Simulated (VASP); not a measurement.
Here is a VASP 6.6.1 calculation.

The input POSCAR:

```
Ga4PN3
1.0
   -2.3797462549      2.3797462549      4.6919321223
    2.3797462549     -2.3797462549      4.6919321223
    2.3797462549      2.3797462549     -4.6919321223
N Ga P
3 4 1
Direct
    0.2500000000      0.7500000000      0.5000000000
    0.5000000000      0.5000000000      0.0000000000
    0.7500000000      0.2500000000      0.5000000000
    0.8586653287      0.4116748426      0.0000000000
    0.1413346713      0.1413346713      0.5530095139
    0.4116748426      0.8586653287      0.0000000000
    0.5883251574      0.5883251574      0.4469904861
    0.0000000000      0.0000000000      0.0000000000
```

File INCAR.step1:

```
SYSTEM = Ga4PN3
PREC = Accurate ; ENCUT = 520
ISMEAR = 0 ; SIGMA = 0.01
LREAL = .FALSE. ; LASPH = .TRUE.
NELM = 60 ; NBANDS = 46
GGA = PE ; ALGO = Normal
EDIFF = 1E-4 ; LWAVE = .TRUE.
LCHARG = .FALSE.
```

File INCAR.step2:

```
SYSTEM = Ga4PN3
PREC = Accurate ; ENCUT = 520
EDIFF = 1E-6 ; ISMEAR = 0
SIGMA = 0.01 ; LREAL = .FALSE.
LASPH = .TRUE. ; NELM = 60
ALGO = Normal ; ISIF = 2
LWAVE = .FALSE. ; LCHARG = .FALSE.
METAGGA = R2SCAN ; LMIXTAU = .TRUE.
NBANDS = 46 ; ISTART = 1
```

KPOINTS

```
regular mesh
0
G
  8 8 8
  0 0 0
```

Potentials or basis: VASP PAW PBE potentials, release 64 (N, Ga_d, P).

Launch:

```sh
$ cat potpaw_PBE.64/N/POTCAR potpaw_PBE.64/Ga_d/POTCAR potpaw_PBE.64/P/POTCAR > POTCAR
$ cp INCAR.step1 INCAR
$ mpirun -np 1 vasp_std > vasp.out
$ cp INCAR.step2 INCAR
$ mpirun -np 1 vasp_std > vasp.out
```

**Question.** Predict the band gap on the k mesh.

**Answer.** 1.11 eV.

**Question.** Predict the largest force.

**Answer.** 0.048 eV/Å.

**Question.** What does it give for the pressure?

**Answer.** 0.6 GPa.

Forces in eV/Å, atoms in the order of the input:
```
N    0.000  0.000  0.000
N    0.000  0.000  0.000
N    0.000  0.000  0.000
Ga  -0.030  0.030 -0.023
Ga  -0.030 -0.030  0.023
Ga   0.030 -0.030 -0.023
Ga   0.030  0.030  0.023
P    0.000  0.000  0.000
```

Caveat: the PAW data sets were made with another functional, which shifts forces and pressure a little.
